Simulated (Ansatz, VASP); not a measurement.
**Two plane-wave programs on Ge**

INCAR

```
PREC = Accurate
ENCUT = 520
EDIFF = 1E-7
ISMEAR = 0
SIGMA = 0.1
LREAL = False
LASPH = True
NELM = 60
ALGO = Normal
ISIF = 2
LWAVE = False
LCHARG = False
GGA = PE
NBANDS = 36
```

KPOINTS

```
Automatic mesh
0
Gamma
  6 6 4
```

POSCAR

```
Ge
1.0
    1.7853927867     -5.6636327071      0.0000000000
    1.7853927867      5.6636327071      0.0000000000
    0.0000000000      0.0000000000      4.7250878585
Ge
4
Direct
    0.0980000000      0.9020000000      0.9100000000
    0.5980000000      0.4020000000      0.5900000000
    0.9020000000      0.0980000000      0.0900000000
    0.4020000000      0.5980000000      0.4100000000
```

Input for Ansatz:

```yaml
crystal:
  lattice:
    - [1.7853927867, -5.6636327071, 0.0]
    - [1.7853927867, 5.6636327071, 0.0]
    - [0.0, 0.0, 4.7250878585]
  atoms:
    - { symbol: Ge, position: [0.098, 0.902, 0.91] }
    - { symbol: Ge, position: [0.598, 0.402, 0.59] }
    - { symbol: Ge, position: [0.902, 0.098, 0.09] }
    - { symbol: Ge, position: [0.402, 0.598, 0.41] }
basis:
  ecutwfc: 420
kpoints:
  mp_grid: { grid: [6, 6, 4] }
hamiltonian:
  xc: pbe
scf:
  occupations: { method: gaussian, width: 0.1 }
  lower_state_search: "off"
output:
  forces: true
  stress: true
  eigenvalues: true
```

Alike in both runs: task single point; functional PBE; k mesh 6 × 6 × 4; occupations gaussian, width 0.1 eV; no spin polarisation.

```csv
,VASP,Ansatz
version,VASP 6.6.1,Ansatz 0.2.0
potentials or method,"VASP PAW PBE potentials, release 64 (Ge_d), cutoff 520 eV","scalar-relativistic, plane waves, PAW"
valence electrons in the cell,56,56
```

Ansatz gave:

```
gap on the k mesh at the Fermi level (eV)                     : none
pressure (GPa)                                                : 9.7
traceless stress, the component that is largest in VASP (GPa) : -7.04
rms of the force components (eV/Å)                            : 0.866
```

**Question.** Estimate VASP's values.

**Answer.** gap on the k mesh at the Fermi level (eV): none; pressure (GPa): 9.7; traceless stress, the component that is largest in VASP (GPa): -7.06; rms of the force components (eV/Å): 0.863.

Atom by atom the forces differ by 0.003 eV/Å (rms over components). A gap of «none» marks a metal or a gap that the smearing closes. With one functional, cell and mesh, what is left measures potentials, basis and numerics.
